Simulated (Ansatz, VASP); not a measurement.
## Two plane-wave programs on Mn

The input POSCAR:

```
Mn
1.0
    3.0357933746      0.0000000000      0.0000000000
    0.0000000000      3.0357933746      0.0000000000
    0.0000000000      0.0000000000      3.1174438845
Mn
2
Direct
    0.0000000000      1.0000000000      0.0000000000
    0.5000000000      0.5000000000      0.5000000000
```

Contents of INCAR.step1:

```
SYSTEM = Mn
ALGO = Normal
EDIFF = 1E-4
ENCUT = 520
GGA = PE
ISMEAR = -1
ISPIN = 2
LASPH = .TRUE.
LCHARG = .FALSE.
LMAXMIX = 4
LREAL = .FALSE.
LWAVE = .TRUE.
MAGMOM = 3.842 -3.842
NBANDS = 24
NELM = 150
PREC = Accurate
SIGMA = 0.05
```

Contents of INCAR.step2:

```
SYSTEM = Mn
ALGO = Normal
EDIFF = 1E-6
ENCUT = 520
ISIF = 2
ISMEAR = -1
ISPIN = 2
ISTART = 1
LASPH = .TRUE.
LCHARG = .TRUE.
LELF = .TRUE.
LMAXMIX = 4
LMIXTAU = .TRUE.
LORBIT = 11
LREAL = .FALSE.
LVHAR = .TRUE.
LWAVE = .FALSE.
MAGMOM = 3.842 -3.842
METAGGA = R2SCAN
NBANDS = 24
NELM = 150
PREC = Accurate
SIGMA = 0.05
```

File KPOINTS:

```
k-points
0
G
  12 12 11
  0 0 0
```

Input for Ansatz:

```yaml
crystal:
  lattice:
    - [3.0357933746, 0.0, 0.0]
    - [0.0, 3.0357933746, 0.0]
    - [0.0, 0.0, 3.1174438845]
  atoms:
    - { symbol: Mn, position: [0.0, 1.0, 0.0], spin: 3.842 }
    - { symbol: Mn, position: [0.5, 0.5, 0.5], spin: -3.842 }
hamiltonian:
  xc: r2scan
  pseudopotentials:
    kind: paw
    azcp:
      Mn: "pseudopotentials/Mn.paw.azcp"
basis:
  ecutwfc: 500
  fft_grid_basis: typed
kpoints:
  mp_grid: { grid: [12, 12, 11], shift: [0, 0, 0] }
magnetization:
  spin_polarized: true
scf:
  occupations: { method: fermi_dirac, width: 0.05 }
  lower_state_search: "off"
output:
  stress: true
```

Alike in both runs: task single point; functional r2SCAN; k mesh 12 × 12 × 11; occupations fermi-dirac, width 0.05 eV; collinear spin.

|  | VASP | Ansatz |
| --- | --- | --- |
| version | VASP 6.6.1 | Ansatz 0.2.0 |
| potentials or method | VASP PAW PBE potentials, release 64 (Mn_pv), cutoff 520 eV | plane waves (500 eV) with PAW, scalar-relativistic |
| valence electrons in the cell | 26 | 30 |

VASP gave:

* pressure (GPa): 3.6
* traceless stress, the component that is largest in VASP (GPa): -1.39
* net moment per atom (μB): 0.00
* size of the moment on the site where the two differ most (μB): 3.78

**Question.** Which values does Ansatz return?

**Answer.** Pressure (GPa): 3.4; traceless stress, the component that is largest in VASP (GPa): -1.43; net moment per atom (μB): 0.00; size of the moment on the site where the two differ most (μB): 3.74.

VASP's potentials were made for PBE, not for r2SCAN. Site moments also hang on the region over which each program counts them. VASP's potentials hold 26 valence electrons a cell and Ansatz's 30, so a difference there can come from the potentials and not from the codes. Ansatz's warnings: stability check not made.
